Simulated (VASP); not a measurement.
Input of a VASP 6.6.1 run:

Contents of INCAR:

```
ALGO     = Normal         # electronic algorithm
EDIFF    = 1E-6           # SCF threshold, eV
ENCUT    = 520            # plane-wave cutoff, eV
GGA      = PE             # functional
ISIF     = 2              # what is computed and relaxed
ISMEAR   = 0              # smearing method
LASPH    = True           # aspherical terms in the spheres
LCHARG   = True           # write CHGCAR
LELF     = True           # ELF
LREAL    = Auto         
LVHAR    = True         
LWAVE    = False          # write WAVECAR
NBANDS   = 84             # bands
NELM     = 60             # most SCF steps
PREC     = Accurate       # precision mode
SIGMA    = 0.05           # smearing width, eV
```

KPOINTS

```
k-points
0
Gamma
  2 2 1
```

The input POSCAR:

```
Mg12CO12F4
1.0
    5.6059430000      0.0000000000      0.0000000000
    2.8029710000      4.8548890000      0.0000000000
    0.0000000000      0.0000000000     16.7215410000
Mg O C F
12 12 1 4
Direct
    0.0000000000      0.0000000000      0.0598031007
    0.0000001407      0.4999998970      0.0598031007
    0.4999999108      0.0000000000      0.0598031007
    0.5000000515      0.4999998970      0.0598031007
    0.6633314675      0.6707292381      0.2128120847
    0.6611653341      0.1734972725      0.2111187001
    0.1603514522      0.6729309362      0.2119667081
    0.1580730621      0.1762909512      0.2126594672
    0.3182730248      0.3453965683      0.3655338345
    0.3242178876      0.8516456298      0.3571246215
    0.8157294552      0.3442051919      0.3723837414
    0.8060223068      0.8556170903      0.3657811801
    0.3333333459      0.8333333677      0.1282362672
    0.3333333082      0.3333332647      0.1282362672
    0.8333332567      0.8333333677      0.1282362672
    0.8333333974      0.3333332647      0.1282362672
   -0.0061755544      0.5111564858      0.2810380335
   -0.0127627861      0.0095664391      0.2813026622
    0.4926263312      0.5038588936      0.2821385302
    0.4939770597      0.0110877921      0.2791295970
    0.6308209581      0.1896515039      0.4461930871
    0.6436039032      0.6900503801      0.4265142788
    0.1621047283      0.1737763726      0.4257050232
    0.1490701812      0.6949897310      0.4232973504
    0.6090973870      0.1931135810      0.5297403511
    0.1601770963      0.7719117780      0.5022942563
    0.6923513879     -0.0591127830      0.5593936588
    0.7639424380      0.2912610360      0.5616747284
    0.3534805790      0.3472312137      0.5596269507
```

Potentials or basis: VASP PAW PBE potentials, release 64 (Mg, O, C, F).

Command:

```console
$ cat potpaw_PBE.64/Mg/POTCAR potpaw_PBE.64/O/POTCAR potpaw_PBE.64/C/POTCAR potpaw_PBE.64/F/POTCAR > POTCAR
$ mpirun -np 1 vasp_std > vasp.out
```

(1) What does it give for the band gap on the k mesh?

(2) What does it give for the largest force?

Answers

(1) zero (bands 64 and 65 overlap by 0.21 eV).

(2) 0.850 eV/Å.

Caveat: the k points lie up to 0.65 Å⁻¹ apart.
